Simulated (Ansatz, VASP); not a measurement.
# AlCu in VASP and in Ansatz

The input POSCAR:

```
AlCu
1.0
    2.9568445737     -0.0887053372      0.0000000000
   -0.0887053372      2.9568445737      0.0000000000
    0.0000000000      0.0000000000      2.9568445737
Al Cu
1 1
Direct
    0.0000000000      0.0000000000      0.0000000000
    0.5000000000      0.5000000000      0.5000000000
```

The input INCAR.step1:

```
PREC     = Accurate       # precision mode
ENCUT    = 520            # plane-wave cutoff, eV
ISMEAR   = 0              # smearing method
SIGMA    = 0.15           # smearing width, eV
LREAL    = F              # projectors in reciprocal space
LASPH    = T              # aspherical terms in the spheres
NELM     = 100            # most SCF steps
NBANDS   = 14             # bands
GGA      = PE             # functional
ALGO     = Normal         # electronic algorithm
EDIFF    = 1E-4           # SCF threshold, eV
LWAVE    = T              # write WAVECAR
LCHARG   = F              # write CHGCAR
```

INCAR.step2

```
PREC     = Accurate       # precision mode
ENCUT    = 520            # plane-wave cutoff, eV
EDIFF    = 1E-7           # SCF threshold, eV
ISMEAR   = 0              # smearing method
SIGMA    = 0.15           # smearing width, eV
LREAL    = F              # projectors in reciprocal space
LASPH    = T              # aspherical terms in the spheres
NELM     = 100            # most SCF steps
ALGO     = Normal         # electronic algorithm
ISIF     = 2              # what is computed and relaxed
LWAVE    = F              # write WAVECAR
LCHARG   = F              # write CHGCAR
METAGGA  = R2SCAN         # meta-GGA
LMIXTAU  = T            
NBANDS   = 14             # bands
ISTART   = 1
```

KPOINTS

```
Automatic mesh
0
Gamma
  20 20 20
```

Input for Ansatz:

```yaml
crystal:
  lattice:
    - [2.9568445737, -0.0887053372, 0.0]
    - [-0.0887053372, 2.9568445737, 0.0]
    - [0.0, 0.0, 2.9568445737]
  atoms:
    - { symbol: Al, position: [0.0, 0.0, 0.0] }
    - { symbol: Cu, position: [0.5, 0.5, 0.5] }
basis:
  ecutwfc: 500
kpoints:
  mp_grid: { grid: [20, 20, 20] }
hamiltonian:
  xc: r2scan
scf:
  occupations: { method: gaussian, width: 0.15 }
output:
  forces: true
  stress: true
  eigenvalues: true
```

Change from the starting cell: strain -0.0600 x Voigt [0, 0, 0, 0, 0, 1], atoms carried along.

Alike in both runs: task single point; functional r2SCAN; k mesh 20 × 20 × 20; occupations gaussian, width 0.15 eV; no spin polarisation.

|  | VASP | Ansatz |
| --- | --- | --- |
| version | VASP 6.6.1 | Ansatz 0.2.0 |
| potentials or method | VASP PAW PBE potentials, release 64 (Al, Cu), cutoff 520 eV | scalar-relativistic, plane waves, PAW |
| valence electrons in the cell | 14 | 22 |

|  | VASP | Ansatz | Ansatz less VASP |
| --- | --- | --- | --- |
| gap on the k mesh at the Fermi level (eV) | none | none | - |
| pressure (GPa) | 0.8 | 0.8 | 0.00 |
| traceless stress, the component that is largest in VASP (GPa) | 3.85 | 3.89 | +0.039 |

VASP's potentials were made for PBE, not for r2SCAN. A gap of «none» marks a metal or a gap that the smearing closes. VASP's potentials hold 14 valence electrons a cell and Ansatz's 22, so a difference there can come from the potentials and not from the codes.
